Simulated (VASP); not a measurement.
# C18N in VASP: single point with PBE

Aim: the single point of C18N with PBE.

All numbers are computed with VASP 6.6.1; they aren't measurements. Logs are shortened: lines on timing, memory, paths and dates and some standing lists are left out, and cuts for length are marked.

## (1) The cell of the first run

The cell holds a slab with vacuum, 19 atoms: a = 7.398 Å, b = 7.398 Å, c = 12.000 Å, α = 90.00°, β = 90.00°, γ = 120.00°.

## (2) Single point, PBE, collinear spin, ferromagnetic start

Input file INCAR:

```
SYSTEM = C18N
  ALGO = Normal
  EDIFF = 1E-6
  ENCUT = 520
  GGA = PE
  ISIF = 2
  ISMEAR = 0
  ISPIN = 2
  LASPH = .TRUE.
  LCHARG = .TRUE.
  LELF = .TRUE.
  LORBIT = 11
  LREAL = Auto
  LVHAR = .TRUE.
  LWAVE = .FALSE.
  MAGMOM = 0 0 0 0 0 0 0 0 0 0 0 0 0 0 0 0 0 0 1
  NBANDS = 58
  NELM = 150
  PREC = Accurate
  SIGMA = 0.05
```

Input file KPOINTS:

```
k-points
0
G
  2 2 1
  0 0 0
```

Input file POSCAR:

```
C18N
1.0
    7.3980000000      0.0000000000      0.0000000000
   -3.6990000000      6.4068560000      0.0000000000
    0.0000000000      0.0000000000     12.0000000000
C N
18 1
Direct
   -0.0081744582     -0.0047073526      0.1096458063
    0.2300953912      0.1144270009      0.1097137616
   -0.0010896168      0.3318853034      0.0806741163
    0.2230333590      0.4439428892      0.0806759752
   -0.0010897255      0.6657870684      0.0806973604
    0.2230345413      0.7778510880      0.0806989721
    0.3361096683     -0.0025579190      0.0835809100
    0.5550874173      0.1099586896      0.0749593776
    0.3361101019      0.3374205827      0.0835588549
    0.5550942129      0.4438844228      0.0749536232
    0.3347116779      0.6667344889      0.0768454525
    0.5546970767      0.7767273260      0.0759817609
    0.6668447044     -0.0002351459      0.0749312122
    0.8858339784      0.1122835649      0.0835274176
    0.6672483172      0.3330031466      0.0760095947
    0.8872324547      0.4429962787      0.0768570783
    0.6668510624      0.6658357963      0.0749391229
    0.8858342011      0.7723042947      0.0835502600
    0.1108991359      0.0548820764      0.2131987433
```

Potentials or basis: VASP PAW PBE potentials, release 64 (C, N).

On the command line:

```
cat potpaw_PBE.64/C/POTCAR potpaw_PBE.64/N/POTCAR > POTCAR
mpirun -np 1 vasp_std > vasp.out
```

OUTCAR:

```text
SYSTEM = C18N
   EDIFF = 1E-6
   ENCUT = 520
   GGA = PE
   ISIF = 2
   ISMEAR = 0
   ISPIN = 2
   LASPH = .TRUE.
   LORBIT = 11
   LREAL = Auto
   NELM = 150
   PREC = Accurate

 ion  position               nearest neighbor table
   1  0.992  0.995  0.110-  19 1.46  18 1.46  14 1.46   2 1.53
   2  0.230  0.114  0.110-  19 1.46   7 1.46   9 1.46   1 1.53
   3  0.999  0.332  0.081-  14 1.41  16 1.43   4 1.44
   4  0.223  0.444  0.081-   9 1.41  11 1.43   3 1.44
   5  0.999  0.666  0.081-  18 1.41  16 1.43   6 1.44
   6  0.223  0.778  0.081-   7 1.41  11 1.43   5 1.44
   7  0.336  0.997  0.084-   8 1.41   6 1.41   2 1.46
   8  0.555  0.110  0.075-   7 1.41  13 1.42  15 1.43
[... 8 lines left out ...]
  17  0.667  0.666  0.075-  18 1.41  10 1.42  12 1.43
  18  0.886  0.772  0.084-  17 1.41   5 1.41   1 1.46
  19  0.111  0.055  0.213-   2 1.46   1 1.46

  LATTYP: Found a hexagonal cell.
 ALAT       =     7.3980000000
 C/A-ratio  =     1.6220600162

  Lattice vectors:

 A1 = (   7.3980000000,   0.0000000000,   0.0000000000)
 A2 = (  -3.6990000000,   6.4068560000,   0.0000000000)
 A3 = (   0.0000000000,   0.0000000000,  12.0000000000)

Analysis of symmetry for initial positions (statically):
=====================================================================
 Subroutine PRICEL returns:
 Original cell was already a primitive cell.

 Routine SETGRP: Setting up the symmetry group for a
 hexagonal supercell.

 Subroutine GETGRP returns: Found  1 space group operations
 (whereof  1 operations were pure point group operations)
 out of a pool of 24 trial point group operations.

The static configuration has the point symmetry C_1 .

Analysis of symmetry for dynamics (positions and initial velocities):
=====================================================================
 Subroutine PRICEL returns:
 Original cell was already a primitive cell.

 Routine SETGRP: Setting up the symmetry group for a
 hexagonal supercell.

 Subroutine GETGRP returns: Found  1 space group operations
 (whereof  1 operations were pure point group operations)
 out of a pool of 24 trial point group operations.

The dynamic configuration has the point symmetry C_1 .

Analysis of structural, dynamic, and magnetic symmetry:
=====================================================================
 Subroutine PRICEL returns:
 Original cell was already a primitive cell.

 Routine SETGRP: Setting up the symmetry group for a
 hexagonal supercell.

 Subroutine GETGRP returns: Found  1 space group operations
 (whereof  1 operations were pure point group operations)
 out of a pool of 24 trial point group operations.

The overall configuration has the point symmetry C_1 .

 Subroutine INISYM returns: Found  1 space group operations
 (whereof  1 operations are pure point group operations),
 and found     1 'primitive' translations

----------------------------------------------------------------------------------------

                                     Primitive cell

  volume of cell :     568.7750

  direct lattice vectors                    reciprocal lattice vectors
     7.398000000  0.000000000  0.000000000     0.135171668  0.078041398  0.000000000
    -3.699000000  6.406856000  0.000000000     0.000000000  0.156082796  0.000000000
     0.000000000  0.000000000 12.000000000     0.000000000  0.000000000  0.083333333

  length of vectors
     7.398000000  7.398000054 12.000000000     0.156082797  0.156082796  0.083333333

  position of ions in fractional coordinates (direct lattice)
     0.991825542  0.995292647  0.109645806
     0.230095391  0.114427001  0.109713762
     0.998910383  0.331885303  0.080674116
     0.223033359  0.443942889  0.080675975
     0.998910274  0.665787068  0.080697360
     0.223034541  0.777851088  0.080698972
[... 11 lines left out ...]
     0.885834201  0.772304295  0.083550260
     0.110899136  0.054882076  0.213198743

[... 51 lines left out ...]
  0.500000  0.000000  0.000000      1.000000
  0.000000  0.500000  0.000000      1.000000
  0.500000  0.500000  0.000000      1.000000
   k-points           NKPTS =      4   k-points in BZ     NKDIM =      4   number of bands    NBANDS=     58
   number of dos      NEDOS =    301   number of ions     NIONS =     19
   total plane-waves  NPLWV = 282240
   dimension x,y,z NGX =    56 NGY =   56 NGZ =   90
   dimension x,y,z NGXF=   112 NGYF=  112 NGZF=  180
   ions per type =              18   1
   NGX,Y,Z   is equivalent  to a cutoff of  12.58, 12.58, 12.47 a.u.
   NGXF,Y,Z  is equivalent  to a cutoff of  25.17, 25.17, 24.94 a.u.
 SYSTEM =  C18N
   PREC   = accura    normal or accurate (medium, high low for compatibility)
   ISTART =      0    job   : 0-new  1-cont  2-samecut
   ICHARG =      2    charge: 1-file 2-atom 10-const
   ISPIN  =      2    spin polarized calculation?
   LNONCOLLINEAR =      F non collinear calculations
   LSORBIT =      F    spin-orbit coupling
   LASPH  =      T    aspherical Exc in radial PAW
   ENCUT  =  520.0 eV  38.22 Ry    6.18 a.u.  13.76 13.76 22.31*2*pi/ulx,y,z
   NELM   =    150;   NELMIN=  2; NELMDL= -5     # of ELM steps
   EDIFF  = 0.1E-05   stopping-criterion for ELM
   LREAL  =      T    real-space projection
   EDIFFG = 0.1E-04   stopping-criterion for IOM
   NSW    =      0    number of steps for IOM
   IBRION =     -1    ionic relax: 0-MD 1-quasi-New 2-CG
   NFREE  =      0    steps in history (QN), initial steepest desc. (CG)
   ISIF   =      2    stress and relaxation
   ISYM   =      2    0-nonsym 1-usesym 2-fastsym
   POTIM  = 0.5000    time-step for ionic-motion
   TEBEG  =    0.0;   TEEND  =   0.0 temperature during run
   PSTRESS=    0.0 pullay stress
   NELECT =      77.0000    total number of electrons
   NUPDOWN=      -1.0000    fix difference up-down
   EMIN   =  10.00;   EMAX   =-10.00  energy-range for DOS
   EFERMI =   0.00;   METHOD = LEGACY
   ISMEAR =     0;   SIGMA  =   0.05  broadening in eV -4-tet -1-fermi 0-gaus
   EFERMI_NEDOS =   21; number of points for ismear=-14 and -15
   IALGO  =     38    algorithm
   IMIX   =      4    mixing-type and parameters
     AMIX     =   0.40;   BMIX     =  1.00
     AMIX_MAG =   1.60;   BMIX_MAG =  1.00
  volume/ion in A,a.u.               =      29.94       202.01
  Fermi-wavevector in a.u.,A,eV,Ry     =   0.840604  1.588512  9.614087  0.706615
  Thomas-Fermi vector in A             =   1.955013
   LORBIT       =     11    0 simple, 1 ext, 2 COOP (PROOUT), +10 PAW based schemes
   GGA     = PE    functional components
   LHFCALC =     F    Hartree Fock is set to
   AEXX    =    0.0000 exact exchange contribution
   IVDW    =     0    specifies the selected vdW correction
   LEPSILON=     F    determine dielectric tensor
   LRPA    =     F    only Hartree local field effects (RPA)
 spin polarized calculation
 Gauss-broadening in eV      SIGMA  =   0.05
  energy-cutoff  :      520.00
  volume of cell :      568.78
 maximum number of plane-waves:     15363
 NGX is ok and might be reduce to    56
   NGX = 27   NGY = 27   NGZ = 45

 number of electron      77.0000000 magnetization       0.4999914

 Free energy of the ion-electron system (eV)
  ---------------------------------------------------
  ext. energy  EPLUGINS =         0.00000000
  ---------------------------------------------------
  free energy    TOTEN  =      -169.94929490 eV

  energy without entropy =     -169.94188621  energy(sigma->0) =     -169.94559056

 E-fermi :  -2.1554     XC(G=0):  -3.7891

 val. band max:       -2.1561117528   @ k =   0.0000   0.5000   0.0000
 cond. band min:      -1.9835702187   @ k =   0.0000   0.0000   0.0000
 fundamental gap:      0.1725415340
 Fermi energy:        -2.1553950621

 spin component 1

 k-point     1 :       0.0000    0.0000    0.0000
  band No.  band energies     occupation
      1     -22.7347      1.00000
      2     -20.9314      1.00000
      3     -19.0975      1.00000
      4     -19.0450      1.00000
      5     -18.9687      1.00000
      6     -18.9511      1.00000
[... 201 lines left out ...]
     49       3.8811      0.00000
     50       4.1930      0.00000
 Fermi energy:        -2.1553950621

 spin component 2

 k-point     1 :       0.0000    0.0000    0.0000
  band No.  band energies     occupation
      1     -22.5367      1.00000
      2     -20.8575      1.00000
      3     -19.0973      1.00000
      4     -19.0394      1.00000
      5     -18.9669      1.00000
      6     -18.9491      1.00000
[... 201 lines left out ...]
     49       3.8835      0.00000
     50       4.1963      0.00000
 [bands above 50 left out]

------------------------ aborting loop because EDIFF is reached ----------------------------------------

  FORCE on cell =-STRESS in cart. coord.  units (eV):
  Direction    XX          YY          ZZ          XY          YZ          ZX
  --------------------------------------------------------------------------------------
  -------------------------------------------------------------------------------------
  Total        3.5875240      5.1475389      0.0785464     -1.3419339     -0.0011034     -0.0041686
  in kB       10.1056642     14.5000560      0.2212566     -3.7800815     -0.0031081     -0.0117424
  external PRESSURE =       8.2756589 kB  Pullay stress =       0.0000000 kB

 VOLUME and BASIS-vectors are now :
 -----------------------------------------------------------------------------
  energy-cutoff  :      520.00
  volume of cell :      568.78
      direct lattice vectors                 reciprocal lattice vectors
     7.398000000  0.000000000  0.000000000     0.135171668  0.078041398  0.000000000
    -3.699000000  6.406856000  0.000000000     0.000000000  0.156082796  0.000000000
     0.000000000  0.000000000 12.000000000     0.000000000  0.000000000  0.083333333

 POSITION                                       TOTAL-FORCE (eV/Angst)
 -----------------------------------------------------------------------------------
      3.65594      6.37670      1.31575        -0.075436     -0.041477     -0.064621
      1.27898      0.73312      1.31657         0.075257      0.044357     -0.068551
      6.16230      2.12634      0.96809         0.007328      0.017621      0.000163
      0.00786      2.84428      0.96811        -0.012383      0.010266      0.004713
      4.92719      4.26560      0.96837         0.015491     -0.005359      0.001708
     -1.22726      4.98358      0.96839         0.007181     -0.018375      0.006140
[... 11 lines left out ...]
      3.69665      4.94804      1.00260        -0.003889      0.006617     -0.005845
      0.61742      0.35162      2.55838        -0.000566     -0.002163      0.166874
 -----------------------------------------------------------------------------------
    total drift:                                0.009558      0.003279      0.000237

  FREE ENERGIE OF THE ION-ELECTRON SYSTEM (eV)
  ---------------------------------------------------
  free  energy   TOTEN  =      -169.9492949045 eV

  energy  without entropy=     -169.9418862092  energy(sigma->0) =     -169.94559056

 total charge

# of ion       s       p       d       tot
------------------------------------------
    1        0.837   1.782   0.000   2.618
    2        0.837   1.782   0.000   2.618
    3        0.862   1.783   0.000   2.645
    4        0.862   1.783   0.000   2.645
    5        0.862   1.783   0.000   2.645
    6        0.862   1.783   0.000   2.645
[... 11 lines left out ...]
   18        0.868   1.780   0.000   2.648
   19        1.317   2.359   0.000   3.675
--------------------------------------------------
tot         16.823  34.496   0.000  51.320

 magnetization (x)

# of ion       s       p       d       tot
------------------------------------------
    1       -0.002  -0.005   0.000  -0.006
    2       -0.002  -0.005   0.000  -0.006
    3       -0.000  -0.005   0.000  -0.005
    4       -0.000  -0.005   0.000  -0.006
    5       -0.000  -0.005   0.000  -0.005
    6       -0.000  -0.005   0.000  -0.006
[... 11 lines left out ...]
   18        0.003   0.005   0.000   0.007
   19        0.010   0.355   0.000   0.365
--------------------------------------------------
tot          0.017   0.344   0.000   0.361
```

Wall time 18 min (1 thread of AMD EPYC 7R43 (Zen 3), shared host); peak memory 0.8 GiB.

Results:

```yaml
Free_energy: -169.9493 eV
Largest_force: 0.167 eV/Å
Net_moment: 0.50 μB per cell
Site_moments: C -0.01, +0.01, -0.00, +0.00 (each value once); N +0.36 μB
Valence_electrons_inside_the_program's_atomic_spheres: C 2.62, 2.65, 2.66 (each value once); N 3.67
```

Forces on the atoms (eV/Å):
```
C   -0.075 -0.041 -0.065
C    0.075  0.044 -0.069
C    0.007  0.018  0.000
C   -0.012  0.010  0.005
C    0.015 -0.005  0.002
C    0.007 -0.018  0.006
C   -0.006  0.006 -0.003
C    0.005  0.005 -0.012
C    0.000 -0.010 -0.006
C    0.002  0.004 -0.007
C   -0.007 -0.003  0.001
C   -0.002 -0.005 -0.007
C    0.000 -0.007 -0.001
C    0.006 -0.006 -0.005
C   -0.007 -0.002  0.002
C    0.006  0.005  0.001
C   -0.010  0.001 -0.005
C   -0.004  0.007 -0.006
N   -0.001 -0.002  0.167
```

Caveat: the k points lie up to 0.49 Å⁻¹ apart.
